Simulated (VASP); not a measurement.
# P (Cmce) in VASP: further runs

Aim: see how the results for P move with the level of theory and the settings. Levels: PBE, r2SCAN. Tasks: single point.

All numbers are computed with VASP 6.6.1; they aren't measurements. Logs are shortened: lines on timing, memory, paths and dates and some standing lists are left out, and cuts for length are marked.

## 1. The cell of the first run

Symmetry: Cmce, No. 64, orthorhombic system. Conventional cell: a = 3.310 Å, b = 11.285 Å, c = 4.558 Å, α = 90.00°, β = 90.00°, γ = 90.00°. Within 2.9 Å of P (site symmetry m) lie 3 P at 2.23 to 2.26 Å.

## 2. Single point, PBE

INCAR

```
SYSTEM = P
ALGO = Normal
EDIFF = 1E-6
ENCUT = 520
GGA = PE
ISIF = 2
ISMEAR = 0
LASPH = .True.
LCHARG = .False.
LREAL = .False.
LWAVE = .False.
NBANDS = 18
NELM = 100
PREC = Accurate
SIGMA = 0.01
```

KPOINTS

```
k-points
0
Gamma
  12 12 8
  0 0 0
```

POSCAR

```
P
1.0
    1.6552162455     -5.6427175005      0.0000000000
    1.6552162455      5.6427175005      0.0000000000
    0.0000000000      0.0000000000      4.5577726732
P
4
Direct
    0.0940707859      0.9059292141      0.9137202445
    0.5940707859      0.4059292141      0.5862797555
    0.9059292141      0.0940707859      0.0862797555
    0.4059292141      0.5940707859      0.4137202445
```

Potentials or basis: VASP PAW PBE potentials, release 64 (P).

Command:

```sh
$ cat potpaw_PBE.64/P/POTCAR > POTCAR
$ mpirun -np 1 vasp_std > vasp.out
```

OUTCAR:

```text
SYSTEM = P
   EDIFF = 1E-6
   ENCUT = 520
   GGA = PE
   ISIF = 2
   ISMEAR = 0
   LASPH = .True.
   LREAL = .False.
   NELM = 100
   PREC = Accurate

 ion  position               nearest neighbor table
   1  0.094  0.906  0.914-   2 2.23   2 2.23   3 2.26
   2  0.594  0.406  0.586-   1 2.23   1 2.23   4 2.26
   3  0.906  0.094  0.086-   4 2.23   4 2.23   1 2.26
   4  0.406  0.594  0.414-   3 2.23   3 2.23   2 2.26

  LATTYP: Found a base centered orthorhombic cell.
 ALAT       =     3.3104324910
 B/A-ratio  =     3.4090515459
 C/A-ratio  =     1.3767907020

  Lattice vectors:

 A1 = (   1.6552162455,  -5.6427175005,   0.0000000000)
 A2 = (   1.6552162455,   5.6427175005,   0.0000000000)
 A3 = (   0.0000000000,   0.0000000000,   4.5577726732)

Analysis of symmetry for initial positions (statically):
=====================================================================
 Subroutine PRICEL returns:
 Original cell was already a primitive cell.

 Routine SETGRP: Setting up the symmetry group for a
 base centered orthorhombic supercell.

 Subroutine GETGRP returns: Found  8 space group operations
 (whereof  4 operations were pure point group operations)
 out of a pool of  8 trial point group operations.

The static configuration has the point symmetry C_2h.
 The point group associated with its full space group is D_2h.

Analysis of symmetry for dynamics (positions and initial velocities):
=====================================================================
 Subroutine PRICEL returns:
 Original cell was already a primitive cell.

 Routine SETGRP: Setting up the symmetry group for a
 base centered orthorhombic supercell.

 Subroutine GETGRP returns: Found  8 space group operations
 (whereof  4 operations were pure point group operations)
 out of a pool of  8 trial point group operations.

The dynamic configuration has the point symmetry C_2h.
 The point group associated with its full space group is D_2h.

 Subroutine INISYM returns: Found  8 space group operations
 (whereof  4 operations are pure point group operations),
 and found     1 'primitive' translations

----------------------------------------------------------------------------------------

                                     Primitive cell

  volume of cell :      85.1384

  direct lattice vectors                    reciprocal lattice vectors
     1.655216245 -5.642717500  0.000000000     0.302075334 -0.088609788  0.000000000
     1.655216245  5.642717500  0.000000000     0.302075334  0.088609788  0.000000000
     0.000000000  0.000000000  4.557772673     0.000000000  0.000000000  0.219405414

  length of vectors
     5.880476308  5.880476308  4.557772673     0.314803434  0.314803434  0.219405414

  position of ions in fractional coordinates (direct lattice)
     0.094070786  0.905929214  0.913720244
     0.594070786  0.405929214  0.586279756
     0.905929214  0.094070786  0.086279756
     0.405929214  0.594070786  0.413720244

  ion indices of the primitive-cell ions
   primitive index   ion index
                 1           1
                 2           2
                 3           3
                 4           4

----------------------------------------------------------------------------------------

 KPOINTS: k-points

Automatic generation of k-mesh.
 Grid dimensions read from file:
 generate k-points for:   12   12    8

 Generating k-lattice:

  Cartesian coordinates                     Fractional coordinates (reciprocal lattice)
     0.025172944 -0.007384149  0.000000000     0.083333333  0.000000000  0.000000000
     0.025172944  0.007384149  0.000000000     0.000000000  0.083333333  0.000000000
     0.000000000  0.000000000  0.027425677     0.000000000  0.000000000  0.125000000

  Length of vectors
     0.026233619  0.026233619  0.027425677

  Shift w.r.t. Gamma in fractional coordinates (k-lattice)
     0.000000000  0.000000000  0.000000000

 Subroutine IBZKPT returns following result:
 ===========================================

 Found    215 irreducible k-points:

 Following reciprocal coordinates:
            Coordinates               Weight
  0.000000  0.000000  0.000000      1.000000
  0.083333  0.000000  0.000000      4.000000
  0.166667 -0.000000  0.000000      4.000000
  0.250000 -0.000000  0.000000      4.000000
  0.333333  0.000000  0.000000      4.000000
  0.416667 -0.000000  0.000000      4.000000
[... 16 lines left out ...]
  0.500000  0.166667  0.000000      4.000000
 -0.416667  0.166667  0.000000      4.000000
 [... further k-points ...]
   k-points           NKPTS =    215   k-points in BZ     NKDIM =    215   number of bands    NBANDS=     18
   number of dos      NEDOS =    301   number of ions     NIONS =      4
   total plane-waves  NPLWV =  82944
   dimension x,y,z NGX =    48 NGY =   48 NGZ =   36
   dimension x,y,z NGXF=    96 NGYF=   96 NGZF=   72
   ions per type =               4
   NGX,Y,Z   is equivalent  to a cutoff of  13.57, 13.57, 13.13 a.u.
   NGXF,Y,Z  is equivalent  to a cutoff of  27.14, 27.14, 26.26 a.u.
 SYSTEM =  P
   PREC   = accura    normal or accurate (medium, high low for compatibility)
   ISTART =      0    job   : 0-new  1-cont  2-samecut
   ICHARG =      2    charge: 1-file 2-atom 10-const
   ISPIN  =      1    spin polarized calculation?
   LNONCOLLINEAR =      F non collinear calculations
   LSORBIT =      F    spin-orbit coupling
   LASPH  =      T    aspherical Exc in radial PAW
   ENCUT  =  520.0 eV  38.22 Ry    6.18 a.u.  10.93 10.93  8.47*2*pi/ulx,y,z
   NELM   =    100;   NELMIN=  2; NELMDL= -5     # of ELM steps
   EDIFF  = 0.1E-05   stopping-criterion for ELM
   LREAL  =      F    real-space projection
   EDIFFG = 0.1E-04   stopping-criterion for IOM
   NSW    =      0    number of steps for IOM
   IBRION =     -1    ionic relax: 0-MD 1-quasi-New 2-CG
   NFREE  =      0    steps in history (QN), initial steepest desc. (CG)
   ISIF   =      2    stress and relaxation
   ISYM   =      2    0-nonsym 1-usesym 2-fastsym
   POTIM  = 0.5000    time-step for ionic-motion
   TEBEG  =    0.0;   TEEND  =   0.0 temperature during run
   PSTRESS=    0.0 pullay stress
   NELECT =      20.0000    total number of electrons
   NUPDOWN=      -1.0000    fix difference up-down
   EMIN   =  10.00;   EMAX   =-10.00  energy-range for DOS
   EFERMI =   0.00;   METHOD = LEGACY
   ISMEAR =     0;   SIGMA  =   0.01  broadening in eV -4-tet -1-fermi 0-gaus
   EFERMI_NEDOS =   21; number of points for ismear=-14 and -15
   IALGO  =     38    algorithm
   IMIX   =      4    mixing-type and parameters
     AMIX     =   0.40;   BMIX     =  1.00
     AMIX_MAG =   1.60;   BMIX_MAG =  1.00
  volume/ion in A,a.u.               =      21.28       143.64
  Fermi-wavevector in a.u.,A,eV,Ry     =   1.010128  1.908864 13.882812  1.020358
  Thomas-Fermi vector in A             =   2.143098
   LORBIT       =      0    0 simple, 1 ext, 2 COOP (PROOUT), +10 PAW based schemes
   GGA     = PE    functional components
   LHFCALC =     F    Hartree Fock is set to
   AEXX    =    0.0000 exact exchange contribution
   IVDW    =     0    specifies the selected vdW correction
   LEPSILON=     F    determine dielectric tensor
   LRPA    =     F    only Hartree local field effects (RPA)
 non-spin polarized calculation
 Gauss-broadening in eV      SIGMA  =   0.01
  energy-cutoff  :      520.00
  volume of cell :       85.14
 maximum number of plane-waves:      2311
 NGX is ok and might be reduce to    48
   NGX = 21   NGY = 21   NGZ = 17

 number of electron      19.9999998 magnetization

 Free energy of the ion-electron system (eV)
  ---------------------------------------------------
  ext. energy  EPLUGINS =         0.00000000
  ---------------------------------------------------
  free energy    TOTEN  =       -21.50876064 eV

  energy without entropy =      -21.50876064  energy(sigma->0) =      -21.50876064

 E-fermi :   5.4240     XC(G=0):  -9.2304

 val. band max:        5.3327857128   @ k =   0.5000   0.5000   0.0000
 cond. band min:       5.4709265324   @ k =   0.5000   0.5000   0.0000
 fundamental gap:      0.1381408197
 Fermi energy:         5.4240218489

 k-point     1 :       0.0000    0.0000    0.0000
  band No.  band energies     occupation
      1     -10.1263      2.00000
      2      -7.4709      2.00000
      3      -4.2399      2.00000
      4      -1.1219      2.00000
      5       0.3662      2.00000
      6       0.5932      2.00000
[... 10 lines left out ...]
     17      12.1167      0.00000
     18      12.5447      0.00000

 k-point     2 :       0.0833    0.0000    0.0000
  band No.  band energies     occupation
      1     -10.0424      2.00000
      2      -7.3896      2.00000
      3      -4.2736      2.00000
      4      -1.0475      2.00000
      5       0.2473      2.00000
      6       0.6585      2.00000
[... 10 lines left out ...]
     17      12.0488      0.00000
     18      12.0785      0.00000

 k-point     3 :       0.1667   -0.0000    0.0000
  band No.  band energies     occupation
      1      -9.7920      2.00000
      2      -7.1461      2.00000
      3      -4.4269      2.00000
      4      -0.8311      2.00000
      5      -0.2814      2.00000
      6       0.2455      2.00000
[... 10 lines left out ...]
     17      10.7284      0.00000
     18      11.9708      0.00000

 k-point     4 :       0.2500   -0.0000    0.0000
  band No.  band energies     occupation
      1      -9.3792      2.00000
      2      -6.7411      2.00000
      3      -4.8252      2.00000
      4      -1.2849      2.00000
      5      -0.4975      2.00000
      6      -0.3502      2.00000
[... 375 lines left out ...]
      4      -3.4656      2.00000
      5      -0.2973      2.00000
      6       0.2501      2.00000
[... 10 lines left out ...]
     17      11.6437      0.00000
     18      12.1208      0.00000

 k-point    23 :       0.5000    0.1667    0.0000
  band No.  band energies     occupation
      1      -8.7646      2.00000
      2      -6.2964      2.00000
      3      -5.5402      2.00000
      4      -2.3554      2.00000
      5      -0.4972      2.00000
      6       0.0828      2.00000
[... 10 lines left out ...]
     17      11.6617      0.00000
     18      11.8614      0.00000

 k-point    24 :      -0.4167    0.1667    0.0000
  band No.  band energies     occupation
      1      -9.3327      2.00000
      2      -6.8591      2.00000
      3      -4.8274      2.00000
      4      -1.2383      2.00000
      5      -0.3573      2.00000
      6      -0.2798      2.00000
[... 10 lines left out ...]
     17      10.9950      0.00000
     18      11.1454      0.00000

 [... further k-points ...]
[... 5 lines left out ...]
  --------------------------------------------------------------------------------------
  -------------------------------------------------------------------------------------
  Total       -0.1628294     -0.1587545     -0.1548331      0.0000000      0.0000000      0.0000000
  in kB       -3.0642033     -2.9875205     -2.9137254      0.0000000      0.0000000      0.0000000
  external PRESSURE =      -2.9884831 kB  Pullay stress =       0.0000000 kB

 VOLUME and BASIS-vectors are now :
 -----------------------------------------------------------------------------
  energy-cutoff  :      520.00
  volume of cell :       85.14
      direct lattice vectors                 reciprocal lattice vectors
     1.655216245 -5.642717500  0.000000000     0.302075334 -0.088609788  0.000000000
     1.655216245  5.642717500  0.000000000     0.302075334  0.088609788  0.000000000
     0.000000000  0.000000000  4.557772673     0.000000000  0.000000000  0.219405414

 POSITION                                       TOTAL-FORCE (eV/Angst)
 -----------------------------------------------------------------------------------
      1.65522      4.58109      4.16453         0.000000      0.038422     -0.037925
      1.65522     -1.06163      2.67213         0.000000      0.038422      0.037925
      1.65522     -4.58109      0.39324         0.000000     -0.038422      0.037925
      1.65522      1.06163      1.88564         0.000000     -0.038422     -0.037925
 -----------------------------------------------------------------------------------
    total drift:                                0.000000      0.000000      0.000000

  FREE ENERGIE OF THE ION-ELECTRON SYSTEM (eV)
  ---------------------------------------------------
  free  energy   TOTEN  =       -21.5087606415 eV

  energy  without entropy=      -21.5087606415  energy(sigma->0) =      -21.50876064
```

Run time: 5.9 min. Hardware: 1 thread of AMD EPYC 7R43 (Zen 3), shared host; peak memory 0.37 GiB.

Results:

- Free energy: -21.5088 eV
- Pressure: -0.3 GPa
- Largest force: 0.054 eV/Å
- Band gap on the k mesh: 0.14 eV, direct

Forces on the atoms (eV/Å):
```
P    0.000  0.038 -0.038
P    0.000  0.038  0.038
P    0.000 -0.038  0.038
P    0.000 -0.038 -0.038
```

A k mesh can miss the band edges.

[end of part 1 of 2]
